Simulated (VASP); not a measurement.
Here is a VASP 6.6.1 calculation.

Contents of INCAR:

```
SYSTEM = BiPd3
PREC = Accurate
ENCUT = 600
EDIFF = 1E-6
ISMEAR = -1
SIGMA = 0.1
LREAL = .FALSE.
LASPH = .TRUE.
NELM = 100
ALGO = Normal
ISIF = 8
LWAVE = .FALSE.
LCHARG = .FALSE.
GGA = PS
IBRION = 2
NSW = 80
EDIFFG = -0.01
```

Contents of KPOINTS:

```
Automatic mesh
0
G
  6 6 6
  0 0 0
```

The input POSCAR:

```
BiPd3
1.0
    0.0000000000      3.2630860000      3.2630860000
    3.2630860000      0.0000000000      3.2630860000
    3.2630860000      3.2630860000      0.0000000000
Bi Pd
1 3
Direct
    0.5000000000      0.5000000000      0.5000000000
    0.7500000000      0.7500000000      0.7500000000
    0.2500000000      0.2500000000      0.2500000000
    0.0000000000      0.0000000000      0.0000000000
```

Potentials or basis: VASP PAW PBE potentials, release 64 (Bi_d, Pd).

Launch:

```sh
$ cat potpaw_PBE.64/Bi_d/POTCAR potpaw_PBE.64/Pd/POTCAR > POTCAR
$ mpirun -np 1 vasp_std > vasp.out
```

Q: What does it give for the space group after relaxing (to 0.05 Å)?

A: Fm-3m (No. 225).

Q: Predict the relaxed cell.

A: a = 4.579 Å, b = 4.579 Å, c = 4.579 Å, α = 60.00°, β = 60.00°, γ = 60.00°.

Q: Predict the relaxed volume.

A: 16.97 Å³/atom.

Step by step:
```tsv
step	energy change (eV)	largest force (eV/Å)	pressure (GPa)	volume (Å³)
1	0.0000	0.0000	-3.30	69.49
2	0.0097	0.0000	4.61	65.95
3	-0.0171	0.0000	-0.04	67.88
```

Caveat: the PAW data sets were made with another functional, which shifts forces and pressure a little.
